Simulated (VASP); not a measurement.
Zn2Pt: single point with PBE

The system is Zn2Pt.

```xyz
3
Lattice="-1.6470 1.6470 4.0910 1.6470 -1.6470 4.0910 1.6470 1.6470 -4.0910" Properties=species:S:1:pos:R:3 pbc="T T T"
Zn    0.0000    0.0000    5.4355
Zn    0.0000    0.0000    2.7466
Pt    0.0000    0.0000    0.0000
```

* Program: VASP 6.6.1
* Task: single point
* Functional: PBE
* Potentials or basis: VASP PAW PBE potentials, release 64 (Zn, Pt)
* Cutoff: 520 eV
* k mesh: 6 × 6 × 6
* Occupations: gaussian, width 0.1 eV
* Spin: no spin polarisation
* Dipole correction: no
* Further INCAR settings: ALGO = Fast; EDIFF = 1e-06; NBANDS = 24

| Quantity | Value |
| --- | --- |
| Pressure | 0.4 GPa |
| Largest force | 0.007 eV/Å |
| Band gap on the k mesh | zero (band 17 reaches 7.57 eV, above the bottom of band 18 at 4.95 eV) |

Forces on the atoms (eV/Å):
```
Zn   0.000  0.000  0.007
Zn   0.000  0.000 -0.007
Pt   0.000  0.000  0.000
```

Stress tensor (GPa, compression positive):
```
0.29 0.00 0.00
0.00 0.29 0.00
0.00 0.00 0.53
```

Levels at points of the mesh, in eV from the Fermi level:
```tsv
k point	band 14	band 15	band 16	band 17	band 18	band 19	band 20	band 21
(0.00, 0.00, 0.00)	-2.79	-2.79	-1.76	0.70	3.13	7.61	7.61	7.87
(0.50, 0.00, 0.00)	-2.90	-2.67	-1.94	-1.09	-0.70	3.52	8.97	9.19
(0.50, 0.50, 0.00)	-2.89	-2.28	-1.05	0.24	1.21	1.51	3.53	4.00
(0.50, 0.50, 0.50)	-2.36	-2.22	-2.22	-1.77	3.75	3.75	8.31	9.69
```

Run time: 62 s on 1 thread of AMD EPYC 7R43 64-Core Processor (Zen 3) (shared host), peak memory 0.19 GiB.

Caveat: the k points lie up to 0.45 Å⁻¹ apart; spin-orbit coupling is left out, which moves the levels of the heavy elements.
